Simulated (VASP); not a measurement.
A run of VASP 6.6.1 is set up as follows.

Contents of INCAR:

```
  PREC = Accurate
  ENCUT = 600
  EDIFF = 1E-6
  ISMEAR = -1
  SIGMA = 0.05
  LREAL = False
  LASPH = True
  NELM = 120
  ALGO = Normal
  ISIF = 2
  LWAVE = False
  LCHARG = True
  LELF = True
  LVHAR = True
  NBANDS = 12
  GGA_COMPAT = False
```

KPOINTS

```
Automatic mesh
0
Gamma
  13 13 13
```

POSCAR

```
Cu
1.0
    0.0000000000      1.8075000000      1.8075000000
    1.8075000000      0.0000000000      1.8075000000
    1.8075000000      1.8075000000      0.0000000000
Cu
1
Direct
    0.0000000000      0.0000000000      0.0000000000
```

Potentials or basis: VASP PAW LDA potentials, release 64 (Cu).

Run with:

```console
$ cat potpaw_LDA.64/Cu/POTCAR > POTCAR
$ mpirun -np 1 vasp_std > vasp.out
```

Task: What does it give for the pressure?

Result: -11.8 GPa.
